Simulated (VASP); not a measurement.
Wanted: the native input for a VASP 6.6.1 run.

* Task: relaxation of cell and atoms
* Functional: PBE
* Potentials or basis: VASP PAW PBE potentials, release 64 (Na_pv, Li_sv)
* Cutoff: 600 eV
* k mesh: 6 × 6 × 4
* Occupations: gaussian, width 0.1 eV
* Spin: no spin polarisation
* Dipole correction: no
* Further INCAR settings: ALGO = Normal; EDIFF = 1e-07; IBRION = 2; EDIFFG = -0.04; NSW = 90; ISIF = 3

The structure of NaLi5 lies in POSCAR:

```
NaLi5
1.0
    4.6834584500      0.0000000000      0.0000000000
   -2.3417292200      4.0559939900      0.0000000000
    0.0000000000      0.0000000000      3.8699507700
Na Li
1 5
Direct
    0.0000000000      0.0000000000      0.0000000000
    0.3333333300      0.6666666700      0.0000000000
    0.6666666700      0.3333333300      0.0000000000
    0.5000000000      0.0000000000      0.5000000000
    0.5000000000      0.5000000000      0.5000000000
    0.0000000000      0.5000000000      0.5000000000
```

The cell was built from a structure type or drawn by symmetry, and may not be a known phase.

These files were run (other wordings do the same):

INCAR

```
SYSTEM = NaLi5
PREC = Accurate
ENCUT = 600
EDIFF = 1E-7
ISMEAR = 0
SIGMA = 0.1
LREAL = .FALSE.
LASPH = .TRUE.
NELM = 80
ALGO = Normal
ISIF = 3
LWAVE = .FALSE.
LCHARG = .FALSE.
GGA = PE
IBRION = 2
NSW = 90
EDIFFG = -0.04
```

KPOINTS

```
regular mesh
0
G
  6 6 4
  0 0 0
```

Potentials or basis: VASP PAW PBE potentials, release 64 (Na_pv, Li_sv).

Command:

```console
$ cat potpaw_PBE.64/Na_pv/POTCAR potpaw_PBE.64/Li_sv/POTCAR > POTCAR
$ mpirun -np 1 vasp_std > vasp.out
```

It gave:

The relaxed volume is 21.18 Å³/atom and the relaxed cell is a = 5.586 Å, b = 5.586 Å, c = 4.702 Å, α = 90.00°, β = 90.00°, γ = 120.00°. The space group after relaxing (to 0.1 Å) is P6/mmm (No. 191) and the energy gained by relaxing is 552.5 meV/atom. The ionic steps are 4 and the pressure after relaxing is 0.0 GPa. The band gap on the k mesh is zero (bands 11 and 12 overlap by 1.53 eV).

Caveat: the k points lie up to 0.33 Å⁻¹ apart in the final cell, too coarse for converged energies and pressures of a metal; the cutoff is under 1.25 times the usual one of these potentials, so pressure, stress and relaxed cells hold a basis-set (Pulay) error; the volume moved by over 15 % at a fixed basis, so the end points are rough.

Run time: 2.8 min on 1 thread of Intel Xeon 8259CL, with other jobs on the host, peak memory 0.22 GiB.
